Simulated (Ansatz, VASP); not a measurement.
**One calculation of Sc7As, two programs**

```
CELL_PARAMETERS angstrom
7.22287 0.00000 0.00000
0.00000 7.22287 0.00000
0.00000 0.00000 3.54805
ATOMIC_POSITIONS crystal
Sc 0.77688 0.77688 0.50000
Sc 0.22312 0.22312 0.50000
Sc 0.22312 0.77688 0.50000
Sc 0.77688 0.22312 0.50000
Sc 0.50000 0.00000 0.00000
Sc 0.00000 0.50000 0.00000
Sc 0.50000 0.50000 0.00000
As 0.00000 0.00000 0.00000
```

Alike in both runs: functional PBE; k mesh 4 × 4 × 10; occupations gaussian, width 0.1 eV; no spin polarisation.

Ansatz relaxed the structure, and its values are those at the end. VASP's run is a single point on that final structure, the one shown.

|  | VASP | Ansatz |
| --- | --- | --- |
| version | VASP 6.6.1 | Ansatz 0.2.0 |
| potentials or method | VASP PAW PBE potentials, release 64 (Sc_sv, As), cutoff 520 eV | scalar-relativistic, plane waves, PAW |
| valence electrons in the cell | 82 | 92 |

```csv
,VASP,Ansatz,Ansatz less VASP
gap on the k mesh at the Fermi level (eV),none,none,-
pressure (GPa),0.1,0.0,-0.09
```

A gap of «none» marks a metal or a gap that the smearing closes. The functional is the same, so the differences come from potentials, cutoffs and numerics. VASP's potentials hold 82 valence electrons a cell and Ansatz's 92, so a difference there can come from the potentials and not from the codes.
